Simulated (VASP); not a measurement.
# GaSi62 (a cell with a defect) in VASP: further runs, part 3 of 4

VASP 6.6.1. Earlier steps stand in the parts before.

## 4. Single point, LDA, collinear spin, zero start

INCAR reads:

```
PREC = Accurate
ENCUT = 520
EDIFF = 1E-7
ISMEAR = 0
SIGMA = 0.02
LREAL = Auto
LASPH = True
NELM = 150
ALGO = Normal
ISIF = 2
LWAVE = False
LCHARG = True
ISPIN = 2
MAGMOM = 0 0 0 0 0 0 0 0 0 0 0 0 0 0 0 0 0 0 0 0 0 0 0 0 0 0 0 0 0 0 0 0 0 0 0 0 0 0 0 0 0 0 0 0 0 0 0 0 0 0 0 0 0 0 0 0 0 0 0 0 0 0 0
LORBIT = 11
GGA = CA
LELF = True
LVHAR = True
NBANDS = 172
NELECT = 259.0
```

KPOINTS reads:

```
Automatic mesh
0
Gamma
  1 1 1
```

POSCAR reads:

```
GaSi62
1.0
   10.8600000000      0.0000000000      0.0000000000
    0.0000000000     10.8600000000      0.0000000000
    0.0000000000      0.0000000000     10.8600000000
Si Ga
62 1
Direct
    0.5069340700      0.0069934622     -0.0031674033
    0.8658649171      0.3659233886      0.1298986188
    0.7533010129      0.0070168508      0.2431700737
    0.8758623389      0.1259696133      0.3750482505
    0.0015348066     -0.0008085635     -0.0009591160
    0.1249014733      0.1246540516      0.1255335175
    0.2502362799      0.2511022099     -0.0009104972
    0.3750882136      0.3759187845      0.1242197053
    0.4991500000      0.5015755064     -0.0009576427
    0.6245952118      0.6249596685      0.1255325046
    0.7510429098      0.7502963168     -0.0009104052
    0.8758674954      0.8751418969      0.1242188766
    0.2529627993      0.0019150092      0.2482753223
    0.3806326888      0.1274236648      0.3695034991
    0.5069401473      0.2533559853      0.2431924494
    0.6259084715      0.3759214549      0.3750465930
    0.7510870166      0.5015878453      0.2509939227
    0.8760093002      0.6251693370      0.3766569061
    0.5018651013      0.0019101289      0.4971661142
    0.6245951197      0.1246548803      0.6252278085
    0.7510429098      0.2511023941      0.4998956722
    0.8735732044      0.3736277164      0.6286763352
    0.7510865562     -0.0008029466      0.7486032228
    0.8658650092      0.1202917127      0.8842676796
   -0.0066299263      0.4934272560      0.0029435543
    0.1234966851      0.6235456722      0.1244000921
    0.2509802026      0.7510253223     -0.0002892265
    0.3806299263      0.8806846225      0.1227657459
    0.0015308471      0.2511435543      0.2509962247
    0.1251220074      0.3760571823      0.3766579190
    0.2503856354      0.5011409761      0.2518340700
    0.3760872928      0.6272311234      0.3740498158
    0.5018610497      0.7530182320      0.2482770718
    0.6273805709      0.8806897790      0.3694940147
    0.0010867403     -0.0016404236      0.4997525783
    0.1234968692      0.1257883057      0.6266418969
    0.2509810313      0.2504773481      0.4991625230
    0.3734802947      0.3760617864      0.6250225599
    0.4983027624      0.5011456722      0.4997569061
    0.6257433702      0.6235467772      0.6266417127
    0.7504290976      0.7510302947      0.4991583794
    0.8760073665      0.8735333333      0.6250199816
    0.2503853591     -0.0016472376      0.7490453039
    0.3750829650      0.1259681400      0.8742712707
    0.4991447514      0.2511415285      0.7486108656
    0.6202548803      0.3659015654      0.8842811234
    0.7471897790      0.4934197053      0.7567672192
    0.8735681400      0.6215127072      0.8765619705
    0.0010884899      0.7504360958      0.2518299263
    0.1271707182      0.8761454880      0.3740441989
   -0.0007577348      0.4992888582      0.5023874770
    0.1247972376      0.6248549724      0.6253329650
    0.2505288214      0.7505896869      0.4996015654
    0.3760918969      0.8761404236      0.6229566298
   -0.0066277164      0.2472441989      0.7567626151
    0.1214558011      0.3736291897      0.8765604052
    0.2477450276      0.4992946593      0.7508954880
    0.3734816759      0.6251661142      0.8741279926
    0.4983043278      0.7504320442      0.7490440147
    0.6259085635      0.8751434622      0.8742693370
   -0.0007620626      0.7477977901      0.7508979742
    0.1251218232      0.8735259669      0.8741266114
    0.7132337017      0.2132833333      0.0369044199
```

Potentials or basis: VASP PAW LDA potentials, release 64 (Si, Ga_d).

Started as:

```bash
> cat potpaw_LDA.64/Si/POTCAR potpaw_LDA.64/Ga_d/POTCAR > POTCAR
> mpirun -np 1 vasp_gam > vasp.out
```

OUTCAR:

```text
PREC = Accurate
   ENCUT = 520
   EDIFF = 1E-7
   ISMEAR = 0
   LREAL = Auto
   LASPH = True
   NELM = 150
   ISIF = 2
   ISPIN = 2
   LORBIT = 11
   GGA = CA
   NELECT = 259.0

 ion  position               nearest neighbor table
   1  0.507  0.007  0.997-  44 2.34  60 2.34  28 2.37
   2  0.866  0.366  0.130-  17 2.34  29 2.34  25 2.39  63 2.55
   3  0.753  0.007  0.243-   4 2.34  12 2.34  34 2.37
   4  0.876  0.126  0.375-   3 2.34  21 2.35  29 2.35  35 2.37
   5  0.002  0.999  0.999-  24 2.34  62 2.35  12 2.35   6 2.35
   6  0.125  0.125  0.126-  13 2.34   5 2.35  29 2.35   7 2.37
   7  0.250  0.251  0.999-  56 2.34   8 2.35  44 2.35   6 2.37
   8  0.375  0.376  0.124-  15 2.34   7 2.35   9 2.35  31 2.37
   9  0.499  0.502  0.999-  46 2.34  58 2.35   8 2.35  10 2.35
  10  0.625  0.625  0.126-  33 2.34   9 2.35  17 2.35  11 2.37
  11  0.751  0.750  0.999-  48 2.34  12 2.35  60 2.35  10 2.37
  12  0.876  0.875  0.124-   3 2.34  11 2.35   5 2.35  49 2.37
  13  0.253  0.002  0.248-   6 2.34  14 2.35  28 2.35  50 2.37
  14  0.381  0.127  0.370-  13 2.35  19 2.35  15 2.37  37 2.40
  15  0.507  0.253  0.243-   8 2.34  16 2.34  14 2.37
  16  0.626  0.376  0.375-  15 2.34  21 2.35  17 2.35  39 2.37
  17  0.751  0.502  0.251-   2 2.34  18 2.35  16 2.35  10 2.35
[... 43 lines left out ...]
  61  0.999  0.748  0.751-  52 2.35  62 2.35  42 2.35  48 2.37
  62  0.125  0.874  0.874-  27 2.34   5 2.35  61 2.35  43 2.35
  63  0.713  0.213  0.037-  46 2.55  24 2.55   2 2.55

  LATTYP: Found a simple cubic cell.
 ALAT       =    10.8600000000

  Lattice vectors:

 A1 = (  10.8600000000,   0.0000000000,   0.0000000000)
 A2 = (   0.0000000000,  10.8600000000,   0.0000000000)
 A3 = (   0.0000000000,   0.0000000000,  10.8600000000)

Analysis of symmetry for initial positions (statically):
=====================================================================
 Subroutine PRICEL returns:
 Original cell was already a primitive cell.

[... 303 lines left out ...]
      6      -6.2584      1.00000
[... 133 lines left out ...]
    140       6.7476      0.00000
    141       6.7476      0.00000
 Fermi energy:         5.4515972486

 spin component 2

 k-point     1 :       0.0000    0.0000    0.0000
  band No.  band energies     occupation
      1      -9.1078      1.00000
      2      -9.1078      1.00000
      3      -9.0777      1.00000
      4      -9.0458      1.00000
      5      -9.0457      1.00000
      6      -6.2584      1.00000
[... 133 lines left out ...]
    140       6.7476      0.00000
    141       6.7476      0.00000
 [bands above 141 left out]

------------------------ aborting loop because EDIFF is reached ----------------------------------------

  FORCE on cell =-STRESS in cart. coord.  units (eV):
  Direction    XX          YY          ZZ          XY          YZ          ZX
  --------------------------------------------------------------------------------------
  -------------------------------------------------------------------------------------
  Total      -33.3376280    -33.3399372    -33.3399372     -5.2438582      5.2482974      5.2438581
  in kB      -41.7018961    -41.7047848    -41.7047848     -6.5595197      6.5650728      6.5595197
  external PRESSURE =     -41.7038219 kB  Pullay stress =       0.0000000 kB

 VOLUME and BASIS-vectors are now :
 -----------------------------------------------------------------------------
  energy-cutoff  :      520.00
  volume of cell :     1280.82
      direct lattice vectors                 reciprocal lattice vectors
    10.860000000  0.000000000  0.000000000     0.092081031  0.000000000  0.000000000
     0.000000000 10.860000000  0.000000000     0.000000000  0.092081031  0.000000000
     0.000000000  0.000000000 10.860000000     0.000000000  0.000000000  0.092081031

 POSITION                                       TOTAL-FORCE (eV/Angst)
 -----------------------------------------------------------------------------------
      5.50530      0.07595     10.82560        -0.016103     -0.015536      0.014120
      9.40329      3.97393      1.41070         0.007301      0.006943      0.002859
      8.18085      0.07620      2.64083        -0.014145     -0.016701      0.016701
      9.51187      1.36803      4.07302         0.004828      0.008274      0.004241
      0.01667     10.85122     10.84958         0.000726     -0.003333      0.001314
      1.35643      1.35374      1.36329         0.000067      0.002755     -0.002755
[... 55 lines left out ...]
      1.35882      9.48649      9.49301         0.000580     -0.003763      0.003654
      7.74572      2.31626      0.40078         0.147321      0.145897     -0.145897
 -----------------------------------------------------------------------------------
    total drift:                                0.015467      0.001653     -0.019265

  FREE ENERGIE OF THE ION-ELECTRON SYSTEM (eV)
  ---------------------------------------------------
  free  energy   TOTEN  =      -375.0725088575 eV

  energy  without entropy=     -375.0612250797  energy(sigma->0) =     -375.06686697

 total charge

# of ion       s       p       d       tot
------------------------------------------
    1        0.784   0.853   0.000   1.637
    2        0.763   0.907   0.000   1.670
    3        0.784   0.853   0.000   1.637
    4        0.750   0.946   0.000   1.696
    5        0.748   0.957   0.000   1.705
    6        0.746   0.953   0.000   1.699
[... 55 lines left out ...]
   62        0.747   0.954   0.000   1.702
   63        0.905   0.682   9.944  11.532
--------------------------------------------------
tot         47.469  59.008   9.944 116.422

 magnetization (x)

# of ion       s       p       d       tot
------------------------------------------
    1       -0.000  -0.000   0.000  -0.000
    2       -0.000  -0.000   0.000  -0.000
    3       -0.000  -0.000   0.000  -0.000
    4       -0.000  -0.000   0.000  -0.000
    5       -0.000  -0.000   0.000  -0.000
    6       -0.000  -0.000   0.000  -0.000
[... 55 lines left out ...]
   62        0.000  -0.000   0.000  -0.000
   63       -0.000  -0.000  -0.000  -0.000
--------------------------------------------------
tot         -0.000  -0.001  -0.000  -0.001
```

OSZICAR:

```text
N       E                     dE             d eps       ncg     rms          rms(c)
DAV:   1     0.143085445388E+04    0.14309E+04   -0.11046E+05   688   0.136E+03
[... 12 lines left out ...]
DAV:  14    -0.375072639932E+03   -0.39140E-04   -0.30287E-05   832   0.956E-03    0.436E-02
DAV:  15    -0.375072571054E+03    0.68878E-04   -0.47711E-05   744   0.124E-02    0.365E-02
DAV:  16    -0.375072523085E+03    0.47970E-04   -0.80540E-05   768   0.143E-02    0.255E-02
DAV:  17    -0.375072510071E+03    0.13014E-04   -0.46045E-05   816   0.109E-02    0.176E-02
DAV:  18    -0.375072508981E+03    0.10901E-05   -0.10241E-05   824   0.657E-03    0.572E-03
DAV:  19    -0.375072508910E+03    0.70515E-07   -0.28878E-06   800   0.309E-03    0.426E-03
DAV:  20    -0.375072508858E+03    0.52474E-07   -0.24397E-07   528   0.999E-04
   1 F= -.37507251E+03 E0= -.37506687E+03  d E =-.112838E-01  mag=    -0.0000
```

Wall time 8 min (1 thread of Intel Xeon 6975P-C (Granite Rapids), shared host); peak memory 0.91 GiB.

What came out:

* Free energy: -375.0725 eV
* Largest force: 0.254 eV/Å
* Net moment: 0.00 μB per cell
* Valence electrons inside the program's atomic spheres: Si 1.64, 1.67, 1.70, 1.71, 1.69, 1.68 (each value once); Ga 11.53

Forces on the atoms (eV/Å):
```
Si  -0.016 -0.016  0.014
Si   0.007  0.007  0.003
Si  -0.014 -0.017  0.017
Si   0.005  0.008  0.004
Si   0.001 -0.003  0.001
Si   0.000  0.003 -0.003
Si  -0.003  0.000  0.000
Si  -0.004  0.005 -0.008
Si  -0.003  0.001  0.002
Si   0.003  0.000 -0.003
Si   0.000 -0.003  0.000
Si   0.005 -0.004 -0.008
Si  -0.004 -0.004  0.004
Si  -0.016 -0.012  0.016
Si  -0.016 -0.014  0.016
Si   0.008  0.005  0.005
Si  -0.002  0.001  0.004
Si  -0.004  0.000  0.003
Si  -0.004 -0.004  0.004
Si   0.003  0.003  0.000
Si   0.000  0.000  0.003
Si   0.001  0.001  0.002
Si  -0.002 -0.004 -0.001
Si   0.007 -0.003 -0.007
Si   0.001  0.001  0.004
Si  -0.005 -0.005 -0.006
Si  -0.006 -0.006  0.001
Si  -0.016 -0.016  0.012
Si   0.001 -0.001  0.003
Si   0.001 -0.004  0.004
Si  -0.002 -0.009  0.001
Si  -0.001 -0.004  0.001
Si  -0.004 -0.004  0.004
Si  -0.012 -0.016  0.016
Si  -0.010 -0.001  0.002
Si  -0.005  0.006  0.005
Si  -0.006 -0.001  0.006
Si  -0.004 -0.004 -0.001
Si  -0.001 -0.009  0.002
Si   0.005 -0.005  0.005
Si  -0.001 -0.006  0.006
Si  -0.004 -0.003  0.000
Si  -0.002 -0.001  0.009
Si  -0.004  0.008 -0.005
Si  -0.003 -0.002 -0.001
Si  -0.004  0.008 -0.008
Si  -0.003  0.002 -0.002
Si   0.001 -0.002 -0.001
Si  -0.010 -0.002  0.001
Si  -0.004 -0.001  0.001
Si  -0.004 -0.003 -0.001
Si   0.001  0.001 -0.001
Si   0.001  0.001 -0.001
Si  -0.001 -0.001  0.004
Si   0.001 -0.004 -0.001
Si  -0.002  0.001 -0.001
Si   0.001 -0.004  0.004
Si  -0.004  0.001  0.004
Si  -0.001 -0.002  0.009
Si   0.008 -0.005 -0.005
Si  -0.004  0.001  0.003
Si   0.001 -0.004  0.004
Ga   0.147  0.146 -0.146
```

Caveat: the k points lie up to 0.58 Å⁻¹ apart; the cell carries a net charge on a neutralising background, which shifts energy and pressure; the cell is charged against a uniform background, so pressure and absolute levels hang on convention.

(Continued in part 4 of 4.)
